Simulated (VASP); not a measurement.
# HfN (Fm-3m) in VASP: notebook

HfN is run at these levels: PBE; tasks: vibrations by perturbation theory.

Program: VASP 6.6.1. These are calculated values, not measurements. Logs are shortened: lines on timing, memory, paths and dates and some standing lists are left out, and cuts for length are marked.

## 1. The cell of the first run

It takes space group Fm-3m (No. 225, cubic). The conventional cell has a = 4.537 Å, b = 4.537 Å, c = 4.537 Å, α = 90.00°, β = 90.00°, γ = 90.00°. Hf (site symmetry m-3m) has 6 N at 2.27 Å within 3.0 Å. N (site symmetry m-3m) has 6 Hf at 2.27 Å within 3.0 Å.

## 2. Vibrations by perturbation theory, PBE

Input file INCAR:

```
PREC = Accurate
ENCUT = 520
EDIFF = 1E-8
ISMEAR = -1
SIGMA = 0.15
LREAL = False
LASPH = True
NELM = 100
ALGO = Normal
ISIF = 2
LWAVE = False
LCHARG = True
GGA = PE
IBRION = 8
NSW = 1
```

Input file KPOINTS:

```
Automatic mesh
0
Gamma
  16 16 16
```

Input file POSCAR:

```
HfN
1.0
    0.0000000000      2.2686863592      2.2686863592
    2.2686863592      0.0000000000      2.2686863592
    2.2686863592      2.2686863592      0.0000000000
Hf N
1 1
Direct
    0.0000000000      0.0000000000      0.0000000000
    0.5000000000      0.5000000000      0.5000000000
```

Potentials or basis: VASP PAW PBE potentials, release 64 (Hf_pv, N).

Started as:

```bash
> cat potpaw_PBE.64/Hf_pv/POTCAR potpaw_PBE.64/N/POTCAR > POTCAR
> mpirun -np 1 vasp_std > vasp.out
```

OUTCAR:

```text
PREC = Accurate
   ENCUT = 520
   EDIFF = 1E-8
   ISMEAR = -1
   LREAL = False
   LASPH = True
   NELM = 100
   ISIF = 2
   GGA = PE
   IBRION = 8
   NSW = 1

 ion  position               nearest neighbor table
   1  0.000  0.000  0.000-   2 2.27   2 2.27   2 2.27   2 2.27   2 2.27   2 2.27
   2  0.500  0.500  0.500-   1 2.27   1 2.27   1 2.27   1 2.27   1 2.27   1 2.27

  LATTYP: Found a face centered cubic cell.
 ALAT       =     4.5373727184

  Lattice vectors:

 A1 = (   0.0000000000,   2.2686863592,   2.2686863592)
 A2 = (   2.2686863592,   0.0000000000,   2.2686863592)
 A3 = (   2.2686863592,   2.2686863592,   0.0000000000)

Analysis of symmetry for initial positions (statically):
=====================================================================
 Subroutine PRICEL returns:
 Original cell was already a primitive cell.

 Routine SETGRP: Setting up the symmetry group for a
 face centered cubic supercell.

 Subroutine GETGRP returns: Found 48 space group operations
 (whereof 48 operations were pure point group operations)
 out of a pool of 48 trial point group operations.

The static configuration has the point symmetry O_h .

Analysis of symmetry for dynamics (positions and initial velocities):
=====================================================================
 Subroutine PRICEL returns:
 Original cell was already a primitive cell.

 Routine SETGRP: Setting up the symmetry group for a
 face centered cubic supercell.

 Subroutine GETGRP returns: Found 48 space group operations
 (whereof 48 operations were pure point group operations)
 out of a pool of 48 trial point group operations.

The dynamic configuration has the point symmetry O_h .

 Subroutine INISYM returns: Found 48 space group operations
 (whereof 48 operations are pure point group operations),
 and found     1 'primitive' translations

----------------------------------------------------------------------------------------

                                     Primitive cell

  volume of cell :      23.3536

  direct lattice vectors                    reciprocal lattice vectors
     0.000000000  2.268686359  2.268686359    -0.220391857  0.220391857  0.220391857
     2.268686359  0.000000000  2.268686359     0.220391857 -0.220391857  0.220391857
     2.268686359  2.268686359  0.000000000     0.220391857  0.220391857 -0.220391857

  length of vectors
     3.208407018  3.208407018  3.208407018     0.381729894  0.381729894  0.381729894

  position of ions in fractional coordinates (direct lattice)
     0.000000000  0.000000000  0.000000000
     0.500000000  0.500000000  0.500000000

  ion indices of the primitive-cell ions
   primitive index   ion index
                 1           1
                 2           2

----------------------------------------------------------------------------------------

 KPOINTS: Automatic mesh

Automatic generation of k-mesh.
 Grid dimensions read from file:
 generate k-points for:   16   16   16

 Generating k-lattice:

  Cartesian coordinates                     Fractional coordinates (reciprocal lattice)
    -0.013774491  0.013774491  0.013774491     0.062500000  0.000000000  0.000000000
     0.013774491 -0.013774491  0.013774491     0.000000000  0.062500000  0.000000000
     0.013774491  0.013774491 -0.013774491     0.000000000  0.000000000  0.062500000

  Length of vectors
     0.023858118  0.023858118  0.023858118

  Shift w.r.t. Gamma in fractional coordinates (k-lattice)
     0.000000000  0.000000000  0.000000000

 Subroutine IBZKPT returns following result:
 ===========================================

 Found    145 irreducible k-points:

 Following reciprocal coordinates:
            Coordinates               Weight
  0.000000  0.000000  0.000000      1.000000
  0.062500  0.000000  0.000000      8.000000
  0.125000  0.000000  0.000000      8.000000
  0.187500  0.000000  0.000000      8.000000
  0.250000  0.000000  0.000000      8.000000
  0.312500  0.000000  0.000000      8.000000
[... 16 lines left out ...]
 -0.125000  0.062500  0.000000     24.000000
 -0.062500  0.062500  0.000000     12.000000
 [... further k-points ...]
   k-points           NKPTS =    145   k-points in BZ     NKDIM =    145   number of bands    NBANDS=     11
   number of dos      NEDOS =    301   number of ions     NIONS =      2
   total plane-waves  NPLWV =  13824
   dimension x,y,z NGX =    24 NGY =   24 NGZ =   24
   dimension x,y,z NGXF=    48 NGYF=   48 NGZF=   48
   ions per type =               1   1
   NGX,Y,Z   is equivalent  to a cutoff of  12.44, 12.44, 12.44 a.u.
   NGXF,Y,Z  is equivalent  to a cutoff of  24.87, 24.87, 24.87 a.u.
 SYSTEM =  unknown system
   PREC   = accura    normal or accurate (medium, high low for compatibility)
   ISTART =      0    job   : 0-new  1-cont  2-samecut
   ICHARG =      2    charge: 1-file 2-atom 10-const
   ISPIN  =      1    spin polarized calculation?
   LNONCOLLINEAR =      F non collinear calculations
   LSORBIT =      F    spin-orbit coupling
   LASPH  =      T    aspherical Exc in radial PAW
   ENCUT  =  520.0 eV  38.22 Ry    6.18 a.u.   5.97  5.97  5.97*2*pi/ulx,y,z
   NELM   =    100;   NELMIN=  2; NELMDL= -5     # of ELM steps
   EDIFF  = 0.1E-07   stopping-criterion for ELM
   LREAL  =      F    real-space projection
   EDIFFG = 0.1E-06   stopping-criterion for IOM
   NSW    =      1    number of steps for IOM
   IBRION =      8    ionic relax: 0-MD 1-quasi-New 2-CG
   NFREE  =      0    steps in history (QN), initial steepest desc. (CG)
   ISIF   =      2    stress and relaxation
   ISYM   =      2    0-nonsym 1-usesym 2-fastsym
   POTIM  = 0.5000    time-step for ionic-motion
   TEBEG  =    0.0;   TEEND  =   0.0 temperature during run
   PSTRESS=    0.0 pullay stress
   NELECT =      15.0000    total number of electrons
   NUPDOWN=      -1.0000    fix difference up-down
   EMIN   =  10.00;   EMAX   =-10.00  energy-range for DOS
   EFERMI =   0.00;   METHOD = LEGACY
   ISMEAR =    -1;   SIGMA  =   0.15  broadening in eV -4-tet -1-fermi 0-gaus
   EFERMI_NEDOS =   21; number of points for ismear=-14 and -15
   IALGO  =     38    algorithm
   IMIX   =      4    mixing-type and parameters
     AMIX     =   0.40;   BMIX     =  1.00
     AMIX_MAG =   1.60;   BMIX_MAG =  1.00
  volume/ion in A,a.u.               =      11.68        78.80
  Fermi-wavevector in a.u.,A,eV,Ry     =   1.412497  2.669232 27.145624  1.995147
  Thomas-Fermi vector in A             =   2.534239
   LORBIT       =      0    0 simple, 1 ext, 2 COOP (PROOUT), +10 PAW based schemes
   GGA     = PE    functional components
   LHFCALC =     F    Hartree Fock is set to
   AEXX    =    0.0000 exact exchange contribution
   IVDW    =     0    specifies the selected vdW correction
   LEPSILON=     F    determine dielectric tensor
   LRPA    =     F    only Hartree local field effects (RPA)
 non-spin polarized calculation
  energy-cutoff  :      520.00
  volume of cell :       23.35
 maximum number of plane-waves:       640
   NGX = 11   NGY = 11   NGZ = 11

--------------------------------------- Ionic step        1  -------------------------------------------

 number of electron      15.0000000 magnetization

 Free energy of the ion-electron system (eV)
  ---------------------------------------------------
  ext. energy  EPLUGINS =         0.00000000
  ---------------------------------------------------
  free energy    TOTEN  =       -21.78038976 eV

  energy without entropy =      -21.73624599  energy(sigma->0) =      -21.75831787

 E-fermi :   8.2743     XC(G=0): -12.6649

 val. band max:        8.2715312426   @ k =  -0.1250   0.0625   0.0000
 cond. band min:       8.2757224791   @ k =   0.3750   0.1250   0.0000
 fundamental gap:      0.0041912365
 Fermi energy:         8.2742812259

 k-point     1 :       0.0000    0.0000    0.0000
  band No.  band energies     occupation
      1     -22.9307      2.00000
      2     -22.9307      2.00000
      3     -22.9307      2.00000
      4      -9.1637      2.00000
      5       5.2574      2.00000
      6       5.2574      2.00000
      7       5.2574      2.00000
      8       7.9320      1.81478
      9       7.9320      1.81478
     10       7.9320      1.81478
     11       9.9453      0.00003
[... 309 lines left out ...]
 k-point    24 :      -0.0625    0.0625    0.0000
  band No.  band energies     occupation
      1     -23.0218      2.00000
      2     -22.9536      2.00000
      3     -22.9326      2.00000
      4      -8.9350      2.00000
      5       4.2476      2.00000
      6       4.6080      2.00000
      7       4.9143      2.00000
      8       8.0912      1.54439
      9       8.1036      1.51447
     10       8.5327      0.30294
     11      10.2532      0.00000

 [... further k-points ...]

------------------------ aborting loop because EDIFF is reached ----------------------------------------

  FORCE on cell =-STRESS in cart. coord.  units (eV):
  Direction    XX          YY          ZZ          XY          YZ          ZX
  --------------------------------------------------------------------------------------
  -------------------------------------------------------------------------------------
  Total       -0.0524469     -0.0524469     -0.0524469      0.0000000     -0.0000000      0.0000000
  in kB       -3.5981301     -3.5981301     -3.5981301      0.0000000     -0.0000000      0.0000000
  external PRESSURE =      -3.5981301 kB  Pullay stress =       0.0000000 kB

 VOLUME and BASIS-vectors are now :
 -----------------------------------------------------------------------------
  energy-cutoff  :      520.00
  volume of cell :       23.35
      direct lattice vectors                 reciprocal lattice vectors
     0.000000000  2.268686359  2.268686359    -0.220391857  0.220391857  0.220391857
     2.268686359  0.000000000  2.268686359     0.220391857 -0.220391857  0.220391857
     2.268686359  2.268686359  0.000000000     0.220391857  0.220391857 -0.220391857

 POSITION                                       TOTAL-FORCE (eV/Angst)
 -----------------------------------------------------------------------------------
      0.00000      0.00000      0.00000         0.000000      0.000000      0.000000
      2.26869      2.26869      2.26869        -0.000000      0.000000     -0.000000
 -----------------------------------------------------------------------------------
    total drift:                                0.000000     -0.000000     -0.000000

  FREE ENERGIE OF THE ION-ELECTRON SYSTEM (eV)
  ---------------------------------------------------
  free  energy   TOTEN  =       -21.7803897614 eV

  energy  without entropy=      -21.7362459859  energy(sigma->0) =      -21.75831787

[... ionic steps 2 to 3 ...]

--------------------------------------- Ionic step        4  -------------------------------------------

------------------------ aborting loop because EDIFF is reached ----------------------------------------

[... ionic steps 5 to 6 ...]

--------------------------------------- Ionic step        7  -------------------------------------------

 Free energy of the ion-electron system (eV)
  ---------------------------------------------------
  ---------------------------------------------------
  free energy    TOTEN  =        -0.23369121 eV

  energy without entropy =       -0.23369121

------------------------ aborting loop because EDIFF is reached ----------------------------------------

 INTERNAL STRAIN TENSOR  FOR ION    2  DIRECTION 1   (eV/Angst):
 -----------------------------------------------------------------------------
    -0.01763 -0.00000  0.00000
    -0.00000  0.00720  0.00000
     0.00000  0.00000  0.00720

 INTERNAL STRAIN TENSOR FOR ION    2 for displacements in x,y,z  (eV/Angst):
          X           Y           Z          XY          YZ          ZX
  --------------------------------------------------------------------------------
  x     0.00000     0.00000     0.00000     0.00000     0.00000     0.00000
  y     0.00000     0.00000     0.00000     0.00000     0.00000     0.00000
  z     0.00000     0.00000     0.00000     0.00000     0.00000     0.00000

 SECOND DERIVATIVES (NOT SYMMETRIZED)
 ------------------------------------
               1X          1Y          1Z          2X          2Y          2Z
  1X   -11.214810    0.000000    0.000000   11.214810    0.000000    0.000000
  1Y     0.000000  -11.214810    0.000000    0.000000   11.214810    0.000000
  1Z     0.000000    0.000000  -11.214810    0.000000    0.000000   11.214810
  2X    11.205942    0.000000    0.000000  -11.205942    0.000000    0.000000
  2Y     0.000000   11.205942    0.000000    0.000000  -11.205942    0.000000
  2Z     0.000000    0.000000   11.205942    0.000000    0.000000  -11.205942

 Eigenvectors and eigenvalues of the dynamical matrix
 ----------------------------------------------------

   1 f  =   14.524666 THz    91.261169 2PiTHz  484.490713 cm-1    60.069166 meV
             X         Y         Z           dx          dy          dz
      0.000000  0.000000  0.000000     0.000000    0.269150   -0.018646
      2.268686  2.268686  2.268686    -0.000000   -0.960615    0.066549
[... 21 lines left out ...]
   6 f/i=    0.001492 THz     0.009377 2PiTHz    0.049781 cm-1     0.006172 meV
             X         Y         Z           dx          dy          dz
      0.000000  0.000000  0.000000    -0.494602    0.824004   -0.059979
      2.268686  2.268686  2.268686    -0.138580    0.230873   -0.016805

--------------------------------------------------------------------------------------------------------

 ELASTIC MODULI CONTR FROM IONIC RELAXATION (kBar)
 Direction    XX          YY          ZZ          XY          YZ          ZX
 --------------------------------------------------------------------------------
 XX           0.0000      0.0000      0.0000      0.0000      0.0000      0.0000
 YY           0.0000      0.0000      0.0000      0.0000      0.0000      0.0000
 ZZ           0.0000      0.0000      0.0000      0.0000      0.0000      0.0000
 XY           0.0000      0.0000      0.0000      0.0000      0.0000      0.0000
 YZ           0.0000      0.0000      0.0000      0.0000      0.0000      0.0000
 ZX           0.0000      0.0000      0.0000      0.0000      0.0000      0.0000
 --------------------------------------------------------------------------------
```

It took 2 min on 1 thread of Intel Xeon 6975P-C (Granite Rapids), shared host; peak memory 0.35 GiB.

Results:

```yaml
Highest_phonon_frequency_at_Γ: 484 cm⁻¹
```

Phonon frequencies in cm⁻¹ (negative: imaginary):
```
              q point        frequencies
(0.000, 0.000, 0.000)  0 0 0 484 484 484
```

Caveat: spin-orbit coupling is left out, which moves the levels of the heavy elements.

## 3. Vibrations by perturbation theory, PBE

This run uses another cell than the first one, of 11.01 Å³/atom.

Input file INCAR:

```
  PREC = Accurate
  ENCUT = 600
  EDIFF = 1E-8
  ISMEAR = -1
  SIGMA = 0.15
  LREAL = False
  LASPH = True
  NELM = 120
  ALGO = Normal
  ISIF = 2
  LWAVE = False
  LCHARG = False
  GGA = PE
  IBRION = 8
  NSW = 1
  GGA_COMPAT = False
```

KPOINTS is that of step 2.

Input file POSCAR:

```
HfN
1.0
    0.0000000000      2.2247336095      2.2247336095
    2.2247336095      0.0000000000      2.2247336095
    2.2247336095      2.2247336095      0.0000000000
Hf N
1 1
Direct
    0.0000000000      0.0000000000      0.0000000000
    0.5000000000      0.5000000000      0.5000000000
```

Potentials or basis: VASP PAW PBE potentials, release 64 (Hf_pv, N).

Started as:

```bash
> cat potpaw_PBE.64/Hf_pv/POTCAR potpaw_PBE.64/N/POTCAR > POTCAR
> mpirun -np 1 vasp_std > vasp.out
```

OUTCAR:

```text
PREC = Accurate
   ENCUT = 600
   EDIFF = 1E-8
   ISMEAR = -1
   LREAL = False
   LASPH = True
   NELM = 120
   ISIF = 2
   GGA = PE
   IBRION = 8
   NSW = 1

 ion  position               nearest neighbor table
   1  0.000  0.000  0.000-   2 2.22   2 2.22   2 2.22   2 2.22   2 2.22   2 2.22
   2  0.500  0.500  0.500-   1 2.22   1 2.22   1 2.22   1 2.22   1 2.22   1 2.22

  LATTYP: Found a face centered cubic cell.
 ALAT       =     4.4494672190

  Lattice vectors:

[... 591 lines left out ...]
               1X          1Y          1Z          2X          2Y          2Z
  1X   -14.084163    0.000000    0.000000   14.084163    0.000000    0.000000
  1Y     0.000000  -14.084163    0.000000    0.000000   14.084163    0.000000
  1Z     0.000000    0.000000  -14.084163    0.000000    0.000000   14.084163
  2X    14.083954    0.000000    0.000000  -14.083954    0.000000    0.000000
  2Y     0.000000   14.083954    0.000000    0.000000  -14.083954    0.000000
  2Z     0.000000    0.000000   14.083954    0.000000    0.000000  -14.083954

 Eigenvectors and eigenvalues of the dynamical matrix
 ----------------------------------------------------

   1 f  =   16.282909 THz   102.308535 2PiTHz  543.139383 cm-1    67.340671 meV
             X         Y         Z           dx          dy          dz
      0.000000  0.000000  0.000000    -0.233430   -0.135082    0.000000
      2.224734  2.224734  2.224734     0.833454    0.482305   -0.000000
[... 21 lines left out ...]
   6 f/i=    0.000031 THz     0.000197 2PiTHz    0.001045 cm-1     0.000130 meV
             X         Y         Z           dx          dy          dz
      0.000000  0.000000  0.000000     0.016162   -0.190938   -0.943687
      2.224734  2.224734  2.224734     0.004527   -0.053477   -0.264304

--------------------------------------------------------------------------------------------------------

 ELASTIC MODULI CONTR FROM IONIC RELAXATION (kBar)
 Direction    XX          YY          ZZ          XY          YZ          ZX
 --------------------------------------------------------------------------------
 XX           0.0000      0.0000      0.0000      0.0000      0.0000      0.0000
 YY           0.0000      0.0000      0.0000      0.0000      0.0000      0.0000
 ZZ           0.0000      0.0000      0.0000      0.0000      0.0000      0.0000
 XY           0.0000      0.0000      0.0000      0.0000      0.0000      0.0000
 YZ           0.0000      0.0000      0.0000      0.0000      0.0000      0.0000
 ZX           0.0000      0.0000      0.0000      0.0000      0.0000      0.0000
 --------------------------------------------------------------------------------
```

stdout:

```text
POSCAR found type information on POSCAR HfN
 POSCAR found :  2 types and       2 ions
 scaLAPACK will be used
 LDA part: xc-table for (Slater+PW92), standard interpolation
 POSCAR, INCAR and KPOINTS ok, starting setup
 FFT: planning ... GRIDC
 FFT: planning ... GRID_SOFT
 FFT: planning ... GRID
 WAVECAR not read
 entering main loop
 Linear response reoptimize wavefunctions to high precision
 Linear response DOF=           2
 Linear response progress:
 first order change of Fermi-energy   0.11541E-03
 force on displaced ion       1 direction 1 : -14.084   0.000   0.000
 Linear response progress:
 first order change of Fermi-energy   0.80652E-04
 force on displaced ion       2 direction 1 : -14.084   0.000   0.000
 Linear response finished
```

Run time: 13 min. Hardware: 1 thread of Intel Xeon 8259CL, shared host; peak memory 0.38 GiB.

Results:

* Highest phonon frequency at Γ: 543 cm⁻¹

Phonon frequencies in cm⁻¹ (negative: imaginary):
| q point | frequencies |
| --- | --- |
| (0.000, 0.000, 0.000) | 0 0 0 543 543 543 |

Caveat: the cell stands under pressure or tension, which shifts response properties; spin-orbit coupling is left out, which moves the levels of the heavy elements.

[end of part 1 of 2]
